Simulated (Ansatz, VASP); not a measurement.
# TaGe4: VASP beside Ansatz

```xyz
5
Lattice="-3.7874 3.7874 1.6938 3.7874 -3.7874 1.6938 3.7874 3.7874 -1.6938" Properties=species:S:1:pos:R:3 pbc="T T T"
Ta    0.0000    0.0000    1.6938
Ge    3.0300    1.5150    1.6938
Ge   -1.5150    3.0300    1.6938
Ge    5.3024    0.7575    0.0000
Ge    0.7575    2.2725    0.0000
```

Alike in both runs: task single point; functional PBE; k mesh 6 × 6 × 6; occupations gaussian, width 0.1 eV; no spin polarisation.

|  | VASP | Ansatz |
| --- | --- | --- |
| version | VASP 6.6.1 | Ansatz 0.2.0 |
| potentials or method | VASP PAW PBE potentials, release 64 (Ta_pv, Ge_d), cutoff 520 eV | scalar-relativistic, plane waves, PAW |
| valence electrons in the cell | 67 | 69 |

|  | VASP | Ansatz | Ansatz less VASP |
| --- | --- | --- | --- |
| gap on the k mesh at the Fermi level (eV) | none | none | - |
| pressure (GPa) | -8.1 | -8.1 | -0.04 |
| traceless stress, the component that is largest in VASP (GPa) | 2.16 | 2.17 | +0.004 |
| rms of the force components (eV/Å) | 0.268 | 0.268 | -0.0001 |

Atom by atom the forces differ by 0.001 eV/Å (rms over components). A gap of «none» marks a metal or a gap that the smearing closes. VASP's potentials hold 67 valence electrons a cell and Ansatz's 69, so a difference there can come from the potentials and not from the codes.

Neither program's run includes spin-orbit coupling.
